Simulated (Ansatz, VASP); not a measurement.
## One calculation of Mn, two programs

```
CELL_PARAMETERS angstrom
3.66714 0.00000 0.00000
-1.83357 3.17583 0.00000
0.00000 0.00000 4.25121
ATOMIC_POSITIONS crystal
Mn 0.00000 0.00000 0.25000
Mn 0.00000 0.00000 0.75000
Mn 0.33333 0.66667 0.75000
Mn 0.66667 0.33333 0.25000
```

Alike in both runs: functional PBEsol; k mesh 6 × 6 × 4; occupations gaussian, width 0.1 eV; no spin polarisation.

Ansatz relaxed the structure, and its values are those at the end. VASP's run is a single point on that final structure, the one shown.

```csv
,VASP,Ansatz
version,VASP 6.6.1,Ansatz 0.2.0
potentials or method,"VASP PAW PBE potentials, release 64 (Mn_sv), cutoff 600 eV","scalar-relativistic, plane waves, PAW"
valence electrons in the cell,60,60
```

|  | VASP | Ansatz | Ansatz less VASP |
| --- | --- | --- | --- |
| gap on the k mesh at the Fermi level (eV) | none | none | - |
| pressure (GPa) | -2.5 | 0.3 | +2.78 |

VASP's potentials were made for PBE, not for PBEsol. A gap of «none» marks a metal or a gap that the smearing closes.

The k mesh is coarse, so the values compare programs but aren't converged.
